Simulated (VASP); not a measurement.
Input of a VASP 6.6.1 run:

INCAR

```
PREC = Accurate ; ENCUT = 600
EDIFF = 1E-6 ; ISMEAR = 0
SIGMA = 0.1 ; LREAL = False
LASPH = True ; NELM = 120
ALGO = Normal ; ISIF = 2
LWAVE = False ; LCHARG = True
GGA = PE ; LELF = True
LVHAR = True ; NBANDS = 12
GGA_COMPAT = False
```

The input KPOINTS:

```
Automatic mesh
0
Gamma
  20 20 20
```

POSCAR

```
Cu
1.0
    0.0000000000      1.8144667932      1.8144667932
    1.8144667932      0.0000000000      1.8144667932
    1.8144667932      1.8144667932      0.0000000000
Cu
1
Direct
    0.0000000000      0.0000000000      0.0000000000
```

Potentials or basis: VASP PAW PBE potentials, release 64 (Cu).

Launch:

```bash
$ cat potpaw_PBE.64/Cu/POTCAR > POTCAR
$ mpirun -np 1 vasp_std > vasp.out
```

Question: Predict the pressure.

Answer: 0.7 GPa.
